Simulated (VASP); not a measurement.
A run of VASP 6.6.1 is set up as follows.

The input INCAR:

```
SYSTEM = RbIrAu
PREC     = Accurate       ! precision mode
ENCUT    = 520            ! plane-wave cutoff, eV
EDIFF    = 1E-6           ! SCF threshold, eV
ISMEAR   = 0              ! smearing method
SIGMA    = 0.1            ! smearing width, eV
LREAL    = .False.        ! projectors in reciprocal space
LASPH    = .True.         ! aspherical terms in the spheres
NELM     = 60             ! most SCF steps
ALGO     = Normal         ! electronic algorithm
ISIF     = 2              ! what is computed and relaxed
LWAVE    = .False.        ! write WAVECAR
LCHARG   = .True.         ! write CHGCAR
LDIPOL   = .True.       
IDIPOL   = 3            
DIPOL    = 0.5 0.5 0.501
GGA      = PE             ! functional
LELF     = .True.         ! ELF
LVHAR    = .True.       
LVACPOTAV= .True.       
NBANDS   = 22             ! bands
```

Contents of KPOINTS:

```
regular mesh
0
Gamma
  6 6 1
  0 0 0
```

POSCAR

```
RbIrAu
1.0
    4.8665490300      0.0000000000      0.0000000000
   -2.4332750400      4.2145552600      0.0000000000
    0.0000000000      0.0000000000     18.0000000000
Rb Ir Au
1 1 1
Direct
    0.0000000000      0.0000000000      0.5016666700
    0.3333333300      0.6666666700      0.3985950700
    0.6666666700      0.3333333300      0.6014049300
```

Potentials or basis: VASP PAW PBE potentials, release 64 (Rb_sv, Ir, Au).

Launch:

```console
$ cat potpaw_PBE.64/Rb_sv/POTCAR potpaw_PBE.64/Ir/POTCAR potpaw_PBE.64/Au/POTCAR > POTCAR
$ mpirun -np 1 vasp_std > vasp.out
```

(1) Predict the largest force.

Results:

(1) 0.165 eV/Å.
